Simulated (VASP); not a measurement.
Write the native input for VASP 6.6.1 that does the following.

- Task: single point
- Functional: LDA
- Potentials or basis: VASP PAW LDA potentials, release 64 (K_sv, Rh_pv)
- Cutoff: 520 eV
- k mesh: 9 × 9 × 7
- Occupations: fermi-dirac, width 0.05 eV
- Spin: no spin polarisation
- Dipole correction: no
- Further INCAR settings: ALGO = Normal; EDIFF = 1e-06; NBANDS = 19

The structure of KRh (L10 type) lies in POSCAR:

```
KRh
1.0
    2.6966974211      0.0000000000      0.0000000000
    0.0000000000      2.6966974211      0.0000000000
    0.0000000000      0.0000000000      5.1721604098
K Rh
1 1
Direct
    0.0000000000      0.0000000000      0.0000000000
    0.5000000000      0.5000000000      0.5000000000
```

The input as run:

INCAR

```
SYSTEM = KRh
ALGO     = Normal         ! electronic algorithm
EDIFF    = 1E-6           ! SCF threshold, eV
ENCUT    = 520            ! plane-wave cutoff, eV
GGA      = CA             ! functional
ISIF     = 2              ! what is computed and relaxed
ISMEAR   = -1             ! smearing method
LASPH    = .True.         ! aspherical terms in the spheres
LCHARG   = .True.         ! write CHGCAR
LELF     = .True.         ! ELF
LREAL    = .False.        ! projectors in reciprocal space
LVHAR    = .True.       
LWAVE    = .False.        ! write WAVECAR
NBANDS   = 19             ! bands
NELM     = 80             ! most SCF steps
PREC     = Accurate       ! precision mode
SIGMA    = 0.05           ! smearing width, eV
```

KPOINTS

```
k-points
0
Gamma
  9 9 7
  0 0 0
```

Potentials or basis: VASP PAW LDA potentials, release 64 (K_sv, Rh_pv).

Command:

```bash
$ cat potpaw_LDA.64/K_sv/POTCAR potpaw_LDA.64/Rh_pv/POTCAR > POTCAR
$ mpirun -np 1 vasp_std > vasp.out
```

It gave:

- Pressure: 0.6 GPa
- Band gap on the k mesh: zero (bands 12 and 13 overlap by 1.92 eV)

It took 24 s on 1 thread of AMD EPYC 7R43 64-Core Processor (Zen 3) (shared host), peak memory 0.12 GiB.
